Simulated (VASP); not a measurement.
## TiAl16N16 (a cell with a defect): single point with PBE

TiAl16N16 (a cell with a defect):

```
Al N Ti
1.0
     6.25951    0.00000    0.00000
    -3.12976    5.42090    0.00000
     0.00000    0.00000   10.03481
Al N Ti
16 16 1
Direct
  0.37794 0.22127 0.27326
  0.16101 0.32982 0.49760
  0.33967 0.18070 0.74672
  0.16233 0.32856 0.98432
  0.34938 0.64832 0.25480
  0.15807 0.83400 0.51357
  0.32676 0.65573 0.73689
  0.20113 0.84383 0.95203
  0.81441 0.16393 0.25282
  0.66405 0.32763 0.51427
  0.83049 0.17114 0.74773
  0.67843 0.34984 0.00323
  0.75085 0.63623 0.29842
  0.65065 0.83150 0.50867
  0.82913 0.67226 0.74827
  0.64844 0.83976 0.98014
  0.33396 0.16031 0.46160
  0.13655 0.28478 0.18077
  0.35358 0.18867 0.93553
  0.15663 0.32470 0.68605
  0.31503 0.66829 0.45682
  0.23802 0.84413 0.16751
  0.33195 0.64505 0.92327
  0.16887 0.83984 0.71770
  0.82340 0.15990 0.44256
  0.69235 0.35736 0.19603
  0.82960 0.17508 0.93442
  0.67022 0.33993 0.70045
  0.82420 0.66353 0.48481
  0.66038 0.84143 0.17302
  0.84849 0.69197 0.94953
  0.66049 0.83890 0.69805
  0.00488 0.93268 0.13587
```

```yaml
Program: VASP 6.6.1
Task: single point
Functional: PBE
Potentials_or_basis: VASP PAW PBE potentials, release 64 (Al, N, Ti_sv)
Cutoff: 520 eV
k_mesh: 1 × 1 × 1
Occupations: fermi-dirac, width 0.01 eV
Spin: no spin polarisation
```

```
Pressure               : 13.7 GPa
Largest force          : 0.044 eV/Å
Band gap on the k mesh : 0.83 eV
```

Forces on the atoms (eV/Å):
```
Al  -0.015  0.001  0.003
Al   0.001  0.004 -0.011
Al   0.003 -0.008 -0.007
Al  -0.005 -0.010  0.004
Al   0.009  0.006 -0.002
Al  -0.004 -0.006  0.006
Al   0.000  0.002  0.010
Al  -0.015 -0.004 -0.026
Al   0.017 -0.014 -0.002
Al  -0.009  0.000 -0.008
Al  -0.004  0.001  0.000
Al   0.001 -0.003  0.002
Al  -0.002  0.004 -0.014
Al   0.002  0.000 -0.007
Al   0.002  0.002  0.003
Al   0.010  0.019  0.018
N   -0.007 -0.005  0.002
N    0.001  0.026  0.002
N   -0.001 -0.003  0.004
N   -0.002  0.001  0.002
N    0.004 -0.006 -0.002
N    0.039 -0.019  0.004
N    0.011 -0.008  0.007
N    0.007  0.000 -0.005
N    0.001  0.011 -0.001
N    0.006 -0.014 -0.016
N    0.002  0.005 -0.001
N   -0.004  0.001  0.001
N    0.007  0.010  0.002
N   -0.035  0.006  0.002
N   -0.003 -0.004 -0.011
N   -0.003  0.008  0.003
Ti  -0.012 -0.001  0.037
```

Stress tensor (GPa, compression positive):
```
20.06  1.39 -2.49
 1.39 14.07 -2.31
-2.49 -2.31  6.97
```

Levels at points of the mesh, in eV from the valence-band top:
| k point | band 68 | band 69 | band 70 | band 71 | band 72 | band 73 |
| --- | --- | --- | --- | --- | --- | --- |
| (0.00, 0.00, 0.00) | -2.23 | -0.18 | 0.00 | 0.83 | 1.34 | 1.54 |

Run time: 95 s on 1 thread of Intel(R) Xeon(R) Platinum 8259CL CPU @ 2.50GHz (Skylake/Cascade Lake) (shared host), peak memory 0.41 GiB.

Caveat: the k points lie up to 1.16 Å⁻¹ apart, too coarse for converged energies, forces and pressures.
